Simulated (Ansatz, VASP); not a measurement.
# SnO2: VASP beside Ansatz

```
Sn O
1.0
     4.49077    0.00000    0.00000
     0.00000    4.49132    0.00000
     0.00000    0.00000    3.03399
Sn O
2 4
Direct
  0.50000 0.50000 0.50000
  0.00000 0.00000 0.00000
  0.30598 0.35805 0.00000
  0.80598 0.14195 0.50000
  0.19402 0.85805 0.50000
  0.69402 0.64195 0.00000
```

Alike in both runs: task single point; functional LDA; k mesh 6 × 6 × 8; occupations gaussian, width 0.05 eV; no spin polarisation.

|  | VASP | Ansatz |
| --- | --- | --- |
| version | VASP 6.6.1 | Ansatz 0.2.0 |
| potentials or method | VASP PAW LDA potentials, release 64 (Sn_d, O), cutoff 520 eV | scalar-relativistic, plane waves, PAW |
| valence electrons in the cell | 52 | 52 |

Ansatz gave:

- gap on the k mesh at the Fermi level (eV): 3.23
- least direct gap on the mesh (eV): 3.37
- rms of the force components (eV/Å): 3.414

Which values does VASP return?

gap on the k mesh at the Fermi level (eV): 3.26; least direct gap on the mesh (eV): 3.40; rms of the force components (eV/Å): 3.449.

LDA's correlation is that of Perdew and Zunger in VASP and of Perdew and Wang (1992) in Ansatz. Atom by atom the forces differ by 0.036 eV/Å (rms over components).
